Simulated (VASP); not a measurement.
# HfN in VASP: relaxation of the atoms with PBE

Aim: the relaxation of the atoms of HfN with PBE.

Everything below comes from runs of VASP 6.6.1. Logs are shortened: lines on timing, memory, paths and dates and some standing lists are left out, and cuts for length are marked.

### 1 The cell of the first run

The cell holds a slab with vacuum, 10 atoms: a = 3.216 Å, b = 3.216 Å, c = 24.096 Å, α = 90.00°, β = 90.00°, γ = 90.00°.

### 2 Relaxation of the atoms, PBE

INCAR

```
SYSTEM = HfN
PREC     = Accurate       ! precision mode
ENCUT    = 520            ! plane-wave cutoff, eV
EDIFF    = 1E-6           ! SCF threshold, eV
ISMEAR   = 0              ! smearing method
SIGMA    = 0.1            ! smearing width, eV
LREAL    = .FALSE.        ! projectors in reciprocal space
LASPH    = .TRUE.         ! aspherical terms in the spheres
NELM     = 60             ! most SCF steps
ALGO     = Normal         ! electronic algorithm
ISIF     = 2              ! what is computed and relaxed
LWAVE    = .FALSE.        ! write WAVECAR
LCHARG   = .FALSE.        ! write CHGCAR
LDIPOL   = .TRUE.       
IDIPOL   = 3            
DIPOL    = 0.5 0.5 0.500
GGA      = PE             ! functional
IBRION   = 2              ! ionic algorithm
NSW      = 80             ! ionic steps
EDIFFG   = -0.02          ! ionic threshold
KPAR     = 2
```

KPOINTS

```
regular mesh
0
G
  11 11 1
  0 0 0
```

POSCAR

```
HfN
1.0
    3.2157753968      0.0000000000      0.0000000000
    0.0000000000      3.2157753968      0.0000000000
    0.0000000000      0.0000000000     24.0955863593
Hf N
5 5
Direct
    0.5000000000      0.5000000000      0.3112603233
    0.0000000000      0.0000000000      0.4056301616
    0.5000000000      0.5000000000      0.5000000000
    0.0000000000      0.0000000000      0.5943698384
    0.5000000000      0.5000000000      0.6887396767
    0.0000000000      0.0000000000      0.3112603233
    0.5000000000      0.5000000000      0.4056301616
    0.0000000000      0.0000000000      0.5000000000
    0.5000000000      0.5000000000      0.5943698384
    0.0000000000      0.0000000000      0.6887396767
```

Potentials or basis: VASP PAW PBE potentials, release 64 (Hf_pv, N).

The run is started by

```bash
> cat potpaw_PBE.64/Hf_pv/POTCAR potpaw_PBE.64/N/POTCAR > POTCAR
> mpirun -np 2 vasp_std > vasp.out
```

OUTCAR:

```text
SYSTEM = HfN
   PREC = Accurate
   ENCUT = 520
   EDIFF = 1E-6
   ISMEAR = 0
   LREAL = .FALSE.
   LASPH = .TRUE.
   NELM = 60
   ISIF = 2
   GGA = PE
   IBRION = 2
   NSW = 80
   EDIFFG = -0.02

 ion  position               nearest neighbor table
   1  0.500  0.500  0.311-   7 2.27   6 2.27   6 2.27   6 2.27   6 2.27   2 3.22   2 3.22   2 3.22
                             2 3.22
   2  0.000  0.000  0.406-   6 2.27   7 2.27   7 2.27   7 2.27   7 2.27   8 2.27   1 3.22   1 3.22
                             1 3.22   1 3.22   3 3.22   3 3.22   3 3.22   3 3.22
   3  0.500  0.500  0.500-   8 2.27   8 2.27   8 2.27   8 2.27   9 2.27   7 2.27   4 3.22   4 3.22
                             2 3.22   4 3.22   2 3.22   2 3.22   4 3.22   2 3.22
   4  0.000  0.000  0.594-  10 2.27   9 2.27   9 2.27   9 2.27   9 2.27   8 2.27   5 3.22   5 3.22
                             5 3.22   5 3.22   3 3.22   3 3.22   3 3.22   3 3.22
   5  0.500  0.500  0.689-   9 2.27  10 2.27  10 2.27  10 2.27  10 2.27   4 3.22   4 3.22   4 3.22
                             4 3.22
   6  0.000  0.000  0.311-   2 2.27   1 2.27   1 2.27   1 2.27   1 2.27
   7  0.500  0.500  0.406-   1 2.27   2 2.27   2 2.27   2 2.27   2 2.27   3 2.27
   8  0.000  0.000  0.500-   3 2.27   3 2.27   3 2.27   3 2.27   4 2.27   2 2.27
   9  0.500  0.500  0.594-   5 2.27   4 2.27   4 2.27   4 2.27   4 2.27   3 2.27
  10  0.000  0.000  0.689-   4 2.27   5 2.27   5 2.27   5 2.27   5 2.27

  LATTYP: Found a simple tetragonal cell.
 ALAT       =     3.2157753968
 C/A-ratio  =     7.4929319950

  Lattice vectors:

 A1 = (   3.2157753968,   0.0000000000,   0.0000000000)
 A2 = (   0.0000000000,   3.2157753968,   0.0000000000)
 A3 = (   0.0000000000,   0.0000000000,  24.0955863593)

Analysis of symmetry for initial positions (statically):
=====================================================================
 Subroutine PRICEL returns:
 Original cell was already a primitive cell.

 Routine SETGRP: Setting up the symmetry group for a
 simple tetragonal supercell.

 Subroutine GETGRP returns: Found 16 space group operations
 (whereof 16 operations were pure point group operations)
 out of a pool of 16 trial point group operations.

The static configuration has the point symmetry D_4h.

Analysis of symmetry for dynamics (positions and initial velocities):
=====================================================================
 Subroutine PRICEL returns:
 Original cell was already a primitive cell.

 Routine SETGRP: Setting up the symmetry group for a
 simple tetragonal supercell.

 Subroutine GETGRP returns: Found 16 space group operations
 (whereof 16 operations were pure point group operations)
 out of a pool of 16 trial point group operations.

The dynamic configuration has the point symmetry D_4h.

 Subroutine INISYM returns: Found 16 space group operations
 (whereof 16 operations are pure point group operations),
 and found     1 'primitive' translations

----------------------------------------------------------------------------------------

                                     Primitive cell

  volume of cell :     249.1776

  direct lattice vectors                    reciprocal lattice vectors
     3.215775397  0.000000000  0.000000000     0.310966991  0.000000000  0.000000000
     0.000000000  3.215775397  0.000000000     0.000000000  0.310966991  0.000000000
     0.000000000  0.000000000 24.095586359     0.000000000  0.000000000  0.041501376

  length of vectors
     3.215775397  3.215775397 24.095586359     0.310966991  0.310966991  0.041501376

  position of ions in fractional coordinates (direct lattice)
     0.500000000  0.500000000  0.311260323
     0.000000000  0.000000000  0.405630162
     0.500000000  0.500000000  0.500000000
     0.000000000  0.000000000  0.594369838
     0.500000000  0.500000000  0.688739677
     0.000000000  0.000000000  0.311260323
[... 92 lines left out ...]
   ISYM   =      2    0-nonsym 1-usesym 2-fastsym
   POTIM  = 0.5000    time-step for ionic-motion
   TEBEG  =    0.0;   TEEND  =   0.0 temperature during run
   PSTRESS=    0.0 pullay stress
   NELECT =      75.0000    total number of electrons
   NUPDOWN=      -1.0000    fix difference up-down
   EMIN   =  10.00;   EMAX   =-10.00  energy-range for DOS
   EFERMI =   0.00;   METHOD = LEGACY
   ISMEAR =     0;   SIGMA  =   0.10  broadening in eV -4-tet -1-fermi 0-gaus
   EFERMI_NEDOS =   21; number of points for ismear=-14 and -15
   IALGO  =     38    algorithm
   IMIX   =      4    mixing-type and parameters
     AMIX     =   0.40;   BMIX     =  1.00
     AMIX_MAG =   1.60;   BMIX_MAG =  1.00
  volume/ion in A,a.u.               =      24.92       168.15
  Fermi-wavevector in a.u.,A,eV,Ry     =   1.097132  2.073279 16.377319  1.203699
  Thomas-Fermi vector in A             =   2.233487
   LORBIT       =      0    0 simple, 1 ext, 2 COOP (PROOUT), +10 PAW based schemes
   GGA     = PE    functional components
   LHFCALC =     F    Hartree Fock is set to
   AEXX    =    0.0000 exact exchange contribution
   IVDW    =     0    specifies the selected vdW correction
   LEPSILON=     F    determine dielectric tensor
   LRPA    =     F    only Hartree local field effects (RPA)
 conjugate gradient relaxation of ions
 non-spin polarized calculation
 Gauss-broadening in eV      SIGMA  =   0.10
  energy-cutoff  :      520.00
  volume of cell :      249.18
 maximum number of plane-waves:      6777
 NGX is ok and might be reduce to    24
   NGX = 11   NGY = 11   NGZ = 89

--------------------------------------- Ionic step        1  -------------------------------------------

 number of electron      74.9999988 magnetization

 Free energy of the ion-electron system (eV)
  ---------------------------------------------------
  ext. energy  EPLUGINS =         0.00000000
  ---------------------------------------------------
  free energy    TOTEN  =      -106.52731365 eV

  energy without entropy =     -106.49754361  energy(sigma->0) =     -106.51242863

------------------------ aborting loop because EDIFF is reached ----------------------------------------

  FORCE on cell =-STRESS in cart. coord.  units (eV):
  Direction    XX          YY          ZZ          XY          YZ          ZX
  --------------------------------------------------------------------------------------
  -------------------------------------------------------------------------------------
  Total       -7.8152634     -7.8152634     -3.9878970      0.0000000      0.0000000     -0.0000000
  in kB      -50.2510669    -50.2510669    -25.6416284      0.0000000      0.0000000     -0.0000000
  external PRESSURE =     -42.0479207 kB  Pullay stress =       0.0000000 kB
[... 113 lines left out ...]
  FREE ENERGIE OF THE ION-ELECTRON SYSTEM (eV)
  ---------------------------------------------------
  free  energy   TOTEN  =      -106.7986313170 eV

  energy  without entropy=     -106.7730012536  energy(sigma->0) =     -106.78581629

[... ionic steps 4 to 9 ...]

--------------------------------------- Ionic step       10  -------------------------------------------

 number of electron      74.9999991 magnetization

------------------------ aborting loop because EDIFF is reached ----------------------------------------

 vacuum level on the upper side and lower side of the slab       (xc-potential included)        -0.063        -0.063

  FORCE on cell =-STRESS in cart. coord.  units (eV):
  Direction    XX          YY          ZZ          XY          YZ          ZX
  --------------------------------------------------------------------------------------
  -------------------------------------------------------------------------------------
  Total       -7.1767802     -7.1767802     -0.4639584      0.0000000      0.0000000      0.0000000
  in kB      -46.1457075    -46.1457075     -2.9831883      0.0000000      0.0000000      0.0000000
  external PRESSURE =     -31.7582011 kB  Pullay stress =       0.0000000 kB
[... 31 lines left out ...]
--------------------------------------- Ionic step       11  -------------------------------------------

 number of electron      74.9999991 magnetization

 dipolmoment           0.000000      0.000000      0.000000 electrons x Angstroem

------------------------ aborting loop because EDIFF is reached ----------------------------------------

  FORCE on cell =-STRESS in cart. coord.  units (eV):
  Direction    XX          YY          ZZ          XY          YZ          ZX
  --------------------------------------------------------------------------------------
  -------------------------------------------------------------------------------------
  Total       -7.1496490     -7.1496490     -0.3951850      0.0000000      0.0000000     -0.0000000
  in kB      -45.9712579    -45.9712579     -2.5409853      0.0000000      0.0000000     -0.0000000
  external PRESSURE =     -31.4945004 kB  Pullay stress =       0.0000000 kB
[... 31 lines left out ...]
--------------------------------------- Ionic step       12  -------------------------------------------

 number of electron      74.9999991 magnetization

 dipolmoment           0.000000      0.000000     -0.000000 electrons x Angstroem

 Free energy of the ion-electron system (eV)
  ---------------------------------------------------
  ext. energy  EPLUGINS =         0.00000000
  ---------------------------------------------------
  free energy    TOTEN  =      -106.84431850 eV

  energy without entropy =     -106.82468362  energy(sigma->0) =     -106.83450106

 E-fermi :   2.6131     XC(G=0):  -6.6636

 val. band max:        2.6042239248   @ k =   0.0909   0.0000   0.0000
 cond. band min:       2.6163922204   @ k =   0.0909   0.0000   0.0000
 fundamental gap:      0.0121682956
 Fermi energy:         2.6131488340

 k-point     1 :       0.0000    0.0000    0.0000
  band No.  band energies     occupation
      1     -29.2955      2.00000
      2     -29.2561      2.00000
      3     -29.1109      2.00000
      4     -28.8106      2.00000
      5     -28.8106      2.00000
      6     -28.7494      2.00000
[... 997 lines left out ...]
     44       6.0877      0.00000
     45       6.0898      0.00000

------------------------ aborting loop because EDIFF is reached ----------------------------------------

 vacuum level on the upper side and lower side of the slab       (xc-potential included)         0.000         0.000

  FORCE on cell =-STRESS in cart. coord.  units (eV):
  Direction    XX          YY          ZZ          XY          YZ          ZX
  --------------------------------------------------------------------------------------
  -------------------------------------------------------------------------------------
  Total       -7.0740508     -7.0740508     -0.1858129      0.0000000      0.0000000     -0.0000000
  in kB      -45.4851717    -45.4851717     -1.1947513      0.0000000      0.0000000     -0.0000000
  external PRESSURE =     -30.7216982 kB  Pullay stress =       0.0000000 kB
[... 25 lines left out ...]
  FREE ENERGIE OF THE ION-ELECTRON SYSTEM (eV)
  ---------------------------------------------------
  free  energy   TOTEN  =      -106.8443184988 eV

  energy  without entropy=     -106.8246836201  energy(sigma->0) =     -106.83450106

 reached required accuracy - stopping structural energy minimisation

 vacuum level on the upper side and lower side of the slab         4.907         4.907
```

It took 9.7 min on 2 MPI ranks of AMD EPYC 9R45 (Zen 5), shared host; peak memory 0.41 GiB.

What came out:

```yaml
Free_energy: -106.8443 eV
Energy_gained_by_relaxing: 31.7 meV/atom
Ionic_steps: 12
Largest_force_after_relaxing: 0.012 eV/Å
Band_gap_on_the_k_mesh: zero (an odd number of electrons rules out a gap without spin polarisation)
```

Forces on the atoms (eV/Å):
```
Hf   0.000  0.000  0.006
Hf   0.000  0.000  0.001
Hf   0.000  0.000  0.000
Hf   0.000  0.000 -0.001
Hf   0.000  0.000 -0.006
N    0.000  0.000 -0.001
N    0.000  0.000  0.012
N    0.000  0.000  0.000
N    0.000  0.000 -0.012
N    0.000  0.000  0.001
```

The path:
| step | energy change (eV) | largest force (eV/Å) | pressure (GPa) |
| --- | --- | --- | --- |
| 1 | 0.0000 | 1.6574 | -4.20 |
| 2 | -0.2583 | 0.5482 | -3.57 |
| 3 | -0.2713 | 0.5661 | -3.30 |
| 4 | -0.2715 | 0.5199 | -3.33 |
| 5 | -0.2982 | 0.3722 | -3.32 |
| 6 | -0.3131 | 0.1516 | -3.26 |
| 7 | -0.3158 | 0.1112 | -3.27 |
| 8 | -0.3161 | 0.0705 | -3.27 |
| 9 | -0.3167 | 0.0294 | -3.18 |
| 10 | -0.3167 | 0.0281 | -3.18 |
| 11 | -0.3168 | 0.0210 | -3.15 |
| 12 | -0.3170 | 0.0120 | -3.07 |

Final structure:
```
Hf N
1.0
     3.21578    0.00000    0.00000
     0.00000    3.21578    0.00000
     0.00000    0.00000   24.09559
Hf N
5 5
Direct
  0.50000 0.50000 0.31685
  0.00000 0.00000 0.40562
  0.50000 0.50000 0.50000
  0.00000 0.00000 0.59438
  0.50000 0.50000 0.68315
  0.00000 0.00000 0.30842
  0.50000 0.50000 0.40667
  0.00000 0.00000 0.50000
  0.50000 0.50000 0.59333
  0.00000 0.00000 0.69158
```

Caveat: spin-orbit coupling is left out, which moves the levels of the heavy elements; an odd number of electrons without spin polarisation forces a metal; a magnetic or distorted state may lie lower.
